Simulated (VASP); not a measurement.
Write the native input for VASP 6.6.1 that does the following.

| Quantity | Value |
| --- | --- |
| Task | single point |
| Functional | PBE |
| Potentials or basis | VASP PAW PBE potentials, release 64 (Ba_sv, O) |
| Cutoff | 600 eV |
| k mesh | 34 × 34 × 34 |
| Occupations | fermi-dirac, width 0.0612256 eV |
| Spin | no spin polarisation |
| Dipole correction | no |
| Further INCAR settings | ALGO = Normal; EDIFF = 1e-06; NBANDS = 15 |

The structure of BaO (rock salt type) lies in POSCAR:

```
BaO
1.0
    0.0000000000      2.8050974107      2.8050974107
    2.8050974107      0.0000000000      2.8050974107
    2.8050974107      2.8050974107      0.0000000000
Ba O
1 1
Direct
    0.0000000000      0.0000000000      0.0000000000
    0.5000000000      0.5000000000      0.5000000000
```

The input as run:

INCAR

```
  PREC = Accurate
  ENCUT = 600
  EDIFF = 1E-6
  ISMEAR = -1
  SIGMA = 0.06122561905347299
  LREAL = F
  LASPH = T
  NELM = 120
  ALGO = Normal
  ISIF = 2
  LWAVE = F
  LCHARG = F
  GGA = PE
  NBANDS = 15
  GGA_COMPAT = F
```

KPOINTS

```
Automatic mesh
0
Gamma
  34 34 34
```

Potentials or basis: VASP PAW PBE potentials, release 64 (Ba_sv, O).

Command:

```console
$ cat potpaw_PBE.64/Ba_sv/POTCAR potpaw_PBE.64/O/POTCAR > POTCAR
$ mpirun -np 1 vasp_std > vasp.out
```

It gave:

The pressure is 0.1 GPa and the band gap on the k mesh is 2.10 eV.

Caveat: spin-orbit coupling is left out, which moves the levels of the heavy elements.

It took 11 min on 1 thread of AMD EPYC 9R14 (Zen 4), on a shared host, peak memory 0.86 GiB.
